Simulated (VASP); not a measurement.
A run of VASP 6.6.1 is set up as follows.

File POSCAR:

```
WSe2
1.0
    3.3151594445      0.0000000000      0.0000000000
   -1.6575797222      2.8710122966      0.0000000000
    0.0000000000      0.0000000000     13.7115905297
W Se
2 4
Direct
    0.3333333333      0.6666666667      0.2500000000
    0.6666666667      0.3333333333      0.7500000000
    0.3333333333      0.6666666667      0.6288162074
    0.6666666667      0.3333333333      0.1288162074
    0.3333333333      0.6666666667      0.8711837926
    0.6666666667      0.3333333333      0.3711837926
```

The input INCAR.step1:

```
SYSTEM = WSe2
PREC = Accurate
ENCUT = 520
ISMEAR = 0
SIGMA = 0.02
LREAL = .False.
LASPH = .True.
NELM = 60
NBANDS = 35
GGA = PE
ALGO = Normal
EDIFF = 1E-4
LWAVE = .True.
LCHARG = .False.
```

File INCAR.step2:

```
SYSTEM = WSe2
PREC = Accurate
ENCUT = 520
EDIFF = 1E-6
ISMEAR = 0
SIGMA = 0.02
LREAL = .False.
LASPH = .True.
NELM = 60
ALGO = Normal
ISIF = 2
LWAVE = .False.
LCHARG = .False.
METAGGA = R2SCAN
LMIXTAU = .True.
NBANDS = 35
ISTART = 1
```

KPOINTS

```
regular mesh
0
Gamma
  9 9 2
  0 0 0
```

Potentials or basis: VASP PAW PBE potentials, release 64 (W_sv, Se).

Launch:

```sh
$ cat potpaw_PBE.64/W_sv/POTCAR potpaw_PBE.64/Se/POTCAR > POTCAR
$ cp INCAR.step1 INCAR
$ mpirun -np 1 vasp_std > vasp.out
$ cp INCAR.step2 INCAR
$ mpirun -np 1 vasp_std > vasp.out
```

Question: Estimate the pressure.

Answer: 0.3 GPa.

Question: What does it give for the largest force?

Answer: 0.044 eV/Å.

Forces on the atoms (eV/Å):
```
W    0.000  0.000  0.000
W    0.000  0.000  0.000
Se   0.000  0.000 -0.044
Se   0.000  0.000 -0.044
Se   0.000  0.000  0.044
Se   0.000  0.000  0.044
```

Caveat: the PAW data sets were made with another functional, which shifts forces and pressure a little.
